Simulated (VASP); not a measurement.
Here is a VASP 6.6.1 calculation.

INCAR

```
SYSTEM = Sr
PREC = Accurate
ENCUT = 520
EDIFF = 1E-6
ISMEAR = 0
SIGMA = 0.15
LREAL = .False.
LASPH = .True.
NELM = 80
ALGO = Fast
ISIF = 2
LWAVE = .False.
LCHARG = .False.
GGA = PE
NBANDS = 17
```

The input KPOINTS:

```
regular mesh
0
Gamma
  12 12 6
  0 0 0
```

Contents of POSCAR:

```
Sr
1.0
    4.7372098069      0.0000000000      0.0000000000
   -2.3686049035      3.2894271999      0.0000000000
    0.0000000000      0.0000000000      7.0133159835
Sr
2
Direct
    0.3333333333      0.6666666667      0.2500000000
    0.6666666667      0.3333333333      0.7500000000
```

Potentials or basis: VASP PAW PBE potentials, release 64 (Sr_sv).

Launch:

```sh
$ cat potpaw_PBE.64/Sr_sv/POTCAR > POTCAR
$ mpirun -np 1 vasp_std > vasp.out
```

Question: Estimate the largest force.

Answer: 0.190 eV/Å.

Question: Predict the pressure.

Answer: 0.2 GPa.

Question: Estimate the band gap on the k mesh.

Answer: Zero (bands 10 and 11 overlap by 0.15 eV).

Forces on the atoms (eV/Å):
```
Sr   0.000 -0.190  0.000
Sr   0.000  0.190  0.000
```

Caveat: the cell differs from its parent crystal (strain +e along x and -e along y +0.1100, strain +e along z and -e/2 along x and y +0.0000).
